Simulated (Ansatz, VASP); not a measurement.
## TlPdCl3: VASP beside Ansatz

The input INCAR:

```
SYSTEM = TlPdCl3
  ALGO = Normal
  EDIFF = 1E-7
  ENCUT = 520
  GGA = PE
  ISIF = 2
  ISMEAR = 0
  ISPIN = 2
  LASPH = .TRUE.
  LCHARG = .FALSE.
  LMAXMIX = 4
  LORBIT = 11
  LREAL = .FALSE.
  LWAVE = .FALSE.
  MAGMOM = 0 1 0 0 0
  NBANDS = 34
  NELM = 150
  PREC = Accurate
  SIGMA = 0.1
```

The input KPOINTS:

```
k-points
0
G
  4 4 4
  0 0 0
```

POSCAR

```
TlPdCl3
1.0
    4.7982984000      0.0000000000      0.0000000000
    0.0000000000      4.7982984000      0.0000000000
    0.0000000000      0.0000000000      4.7982984000
Tl Pd Cl
1 1 3
Direct
    0.5000000000      0.5000000000      0.5000000000
    0.0000000000      0.0000000000      0.0000000000
    0.5000000000      0.0000000000      0.0000000000
    0.0000000000      0.5000000000      0.0000000000
    0.0000000000      0.0000000000      0.5000000000
```

Input for Ansatz:

```yaml
crystal:
  lattice:
    - [4.7982984, 0.0, 0.0]
    - [0.0, 4.7982984, 0.0]
    - [0.0, 0.0, 4.7982984]
  atoms:
    - { symbol: Tl, position: [0.5, 0.5, 0.5] }
    - { symbol: Pd, position: [0.0, 0.0, 0.0], spin: 1.0 }
    - { symbol: Cl, position: [0.5, 0.0, 0.0] }
    - { symbol: Cl, position: [0.0, 0.5, 0.0] }
    - { symbol: Cl, position: [0.0, 0.0, 0.5] }
basis:
  ecutwfc: 420
kpoints:
  mp_grid: { grid: [4, 4, 4] }
hamiltonian:
  xc: pbe
scf:
  occupations: { method: gaussian, width: 0.1 }
  lower_state_search: "off"
output:
  forces: true
  stress: true
  eigenvalues: true
  populations: true
magnetization:
  spin_polarized: true
```

Alike in both runs: task single point; functional PBE; k mesh 4 × 4 × 4; occupations gaussian, width 0.1 eV; collinear spin.

|  | VASP | Ansatz |
| --- | --- | --- |
| version | VASP 6.6.1 | Ansatz 0.2.0 |
| potentials or method | VASP PAW PBE potentials, release 64 (Tl_d, Pd, Cl), cutoff 520 eV | scalar-relativistic, plane waves, PAW |
| valence electrons in the cell | 44 | 52 |

|  | VASP | Ansatz | Ansatz less VASP |
| --- | --- | --- | --- |
| gap on the k mesh at the Fermi level (eV) | none | none | - |
| pressure (GPa) | 6.4 | 6.6 | +0.12 |
| net moment per atom (μB) | 0.10 | 0.10 | 0.000 |
| size of the moment on the site where the two differ most (μB) | 0.32 | 0.30 | -0.023 |

Site moments also hang on the region over which each program counts them. A gap of «none» marks a metal or a gap that the smearing closes. VASP's potentials hold 44 valence electrons a cell and Ansatz's 52, so a difference there can come from the potentials and not from the codes.

Spin-orbit coupling is off throughout.
